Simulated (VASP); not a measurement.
NaH, 2 atoms in the cell. It takes space group R-3m (No. 166, trigonal). The conventional cell has a = 3.374 Å, b = 3.374 Å, c = 8.323 Å, α = 90.00°, β = 90.00°, γ = 120.00°. Na (site symmetry -3m) has 6 H at 2.39 Å within 3.2 Å. Within 3.2 Å of H (site symmetry -3m) lie 6 Na at 2.39 Å.  This cell differs from its parent crystal: epitaxial 111 strain -0.5%.

```yaml
Program: VASP 6.6.1
Task: single point
Functional: HSE06
Potentials_or_basis: VASP PAW PBE potentials, release 64 (Na_pv, H)
Cutoff: 520 eV
k_mesh: 6 × 6 × 6
Occupations: gaussian, width 0.01 eV
Spin: no spin polarisation
Dipole_correction: no
Grid_for_exact_exchange_PRECFOCK: Normal
Further_INCAR_settings: ALGO = Normal; EDIFF = 1e-06; NBANDS = 11
Share_of_exact_exchange: 0.25
Screening_parameter: 0.2079 1/Å
```

Potentials or basis: VASP PAW PBE potentials, release 64 (Na_pv, H).

Launch:

```sh
$ cat potpaw_PBE.64/Na_pv/POTCAR potpaw_PBE.64/H/POTCAR > POTCAR
$ cp INCAR.step1 INCAR
$ mpirun -np 1 vasp_std > vasp.out
$ cp INCAR.step2 INCAR
$ mpirun -np 1 vasp_std > vasp.out
```

Hardware: 1 thread of Intel(R) Xeon(R) Platinum 8259CL CPU @ 2.50GHz (Skylake/Cascade Lake) (shared host).

**Question.** Estimate the wall time of this run.

**Answer.** Wall time 11 min on 1 thread of Intel(R) Xeon(R) Platinum 8259CL CPU @ 2.50GHz (Skylake/Cascade Lake), with other jobs on the host, peak memory 0.26 GiB. Counts: k points 32.
